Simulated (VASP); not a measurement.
## ZnSe (CsCl type): single point with PBE

ZnSe (CsCl type):

```
CELL_PARAMETERS angstrom
2.95630 0.00000 0.00000
0.00000 2.95630 0.00000
0.00000 0.00000 2.95630
ATOMIC_POSITIONS crystal
Zn 0.00000 0.00000 0.00000
Se 0.50000 0.50000 0.50000
```

```yaml
Program: VASP 6.6.1
Task: single point
Functional: PBE
Potentials_or_basis: VASP PAW PBE potentials, release 64 (Zn, Se)
Cutoff: 520 eV
k_mesh: 15 × 15 × 15
Occupations: fermi-dirac, width 0.1 eV
Spin: no spin polarisation
```

| Item | Value |
| --- | --- |
| Pressure | 57.9 GPa |
| Band gap on the k mesh | zero (band 9 reaches 9.13 eV, above the bottom of band 10 at 6.26 eV) |

Levels at points of the mesh, in eV from the Fermi level:
```
           k point  band 7  band 8  band 9  band 10  band 11  band 12
(0.00, 0.00, 0.00)   -1.90   -1.90   -1.90     0.86     5.20     5.20
```

Run time: 22 s on 1 thread of Intel Xeon 6975P-C, with other jobs on the host, peak memory 0.18 GiB.
